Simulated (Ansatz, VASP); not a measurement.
This is a calculation of SnTe for VASP 6.6.1.

Contents of POSCAR:

```
SnTe
1.0
    3.9560835241      0.0000000000      0.0000000000
    0.0000000000      3.9560835241      0.0000000000
    0.0000000000      0.0000000000      3.9560835241
Te Sn
1 1
Direct
    0.5000000000      0.5000000000      0.5000000000
    0.0000000000      0.0000000000      0.0000000000
```

Contents of INCAR.step1:

```
SYSTEM = SnTe
PREC     = Accurate       ! precision mode
ENCUT    = 520            ! plane-wave cutoff, eV
EDIFF    = 1E-5           ! SCF threshold, eV
ISMEAR   = -1             ! smearing method
SIGMA    = 0.05           ! smearing width, eV
LREAL    = .FALSE.        ! projectors in reciprocal space
LASPH    = .TRUE.         ! aspherical terms in the spheres
NELM     = 60             ! most SCF steps
ALGO     = Normal         ! electronic algorithm
ISIF     = 2              ! what is computed and relaxed
LWAVE    = .TRUE.         ! write WAVECAR
LCHARG   = .FALSE.        ! write CHGCAR
GGA      = PE             ! functional
NBANDS   = 17             ! bands
```

Contents of INCAR.step2:

```
SYSTEM = SnTe
PREC     = Accurate       ! precision mode
ENCUT    = 520            ! plane-wave cutoff, eV
EDIFF    = 1E-6           ! SCF threshold, eV
ISMEAR   = -1             ! smearing method
SIGMA    = 0.05           ! smearing width, eV
LREAL    = .FALSE.        ! projectors in reciprocal space
LASPH    = .TRUE.         ! aspherical terms in the spheres
NELM     = 60             ! most SCF steps
ALGO     = Normal         ! electronic algorithm
ISIF     = 2              ! what is computed and relaxed
LWAVE    = .FALSE.        ! write WAVECAR
LCHARG   = .FALSE.        ! write CHGCAR
GGA      = PE             ! functional
LHFCALC  = .TRUE.         ! exact exchange
HFSCREEN = 0.2079         ! screening, 1/A
PRECFOCK = Normal       
ISTART   = 1            
NBANDS   = 17             ! bands
```

The input KPOINTS:

```
Automatic mesh
0
G
  4 4 4
  0 0 0
```

Potentials or basis: VASP PAW PBE potentials, release 64 (Te, Sn_d).

Run with:

```console
$ cat potpaw_PBE.64/Te/POTCAR potpaw_PBE.64/Sn_d/POTCAR > POTCAR
$ cp INCAR.step1 INCAR
$ mpirun -np 1 vasp_std > vasp.out
$ cp INCAR.step2 INCAR
$ mpirun -np 1 vasp_std > vasp.out
```

**Question.** Set up the same calculation for Ansatz 0.2.0. Potentials there: Ansatz PAW.

**Answer.** As run (the cutoff follows the program's own potentials):

The input input:

```
crystal:
  lattice:
    - [3.9560835241, 0.0, 0.0]
    - [0.0, 3.9560835241, 0.0]
    - [0.0, 0.0, 3.9560835241]
  atoms:
    - { symbol: Te, position: [0.5, 0.5, 0.5] }
    - { symbol: Sn, position: [0.0, 0.0, 0.0] }
hamiltonian:
  xc: hse06
  pseudopotentials: { kind: paw }
kpoints:
  mp_grid: { grid: [4, 4, 4] }
scf:
  occupations: { method: fermi_dirac, width: 0.05 }
output:
  forces: true
  stress: true
  eigenvalues: true
```

Both were run:

|  | VASP | Ansatz | Ansatz less VASP |
| --- | --- | --- | --- |
| gap on the k mesh at the Fermi level (eV) | none | none | - |
| pressure (GPa) | -1.6 | -1.5 | +0.15 |

A gap of «none» marks a metal or a gap that the smearing closes. VASP's potentials hold 20 valence electrons a cell and Ansatz's 30, so a difference there can come from the potentials and not from the codes.

The k mesh is coarse, so the values compare programs but aren't converged. Neither program's run includes spin-orbit coupling.
